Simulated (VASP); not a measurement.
# Zn: single point with PBEsol

The system is Zn.

```
Zn
1.0
     0.00000    1.91684    1.91684
     1.91684    0.00000    1.91684
     1.91684    1.91684    0.00000
Zn
1
Direct
  0.00000 0.00000 0.00000
```

This cell differs from its parent crystal: volume scaled by 1.04.

```yaml
Program: VASP 6.6.1
Task: single point
Functional: PBEsol
Potentials_or_basis: VASP PAW PBE potentials, release 64 (Zn)
Cutoff: 520 eV
k_mesh: 12 × 12 × 12
Occupations: fermi-dirac, width 0.01 eV
Spin: no spin polarisation
```

| Quantity | Value |
| --- | --- |
| Pressure | 0.6 GPa |
| Band gap on the k mesh | zero (band 6 reaches 5.74 eV, above the bottom of band 7 at 2.20 eV) |

Levels at points of the mesh, in eV from the Fermi level:
```
           k point  band 3  band 4  band 5  band 6  band 7  band 8  band 9  band 10
(0.00, 0.00, 0.00)   -7.71   -7.71   -7.27   -7.27   19.39   19.39   19.39    19.58
(0.50, 0.00, 0.00)   -7.71   -6.94   -6.94   -3.15   -1.16   16.20   16.20    18.05
(0.50, 0.50, 0.00)   -6.96   -6.86   -6.86   -1.11    2.10    8.88    8.88    12.67
```

It took 5.1 s on 1 thread of Intel(R) Xeon(R) 6975P-C (Granite Rapids) (shared host), peak memory 0.12 GiB.

Caveat: the PAW data sets were made with another functional, which shifts forces and pressure a little.
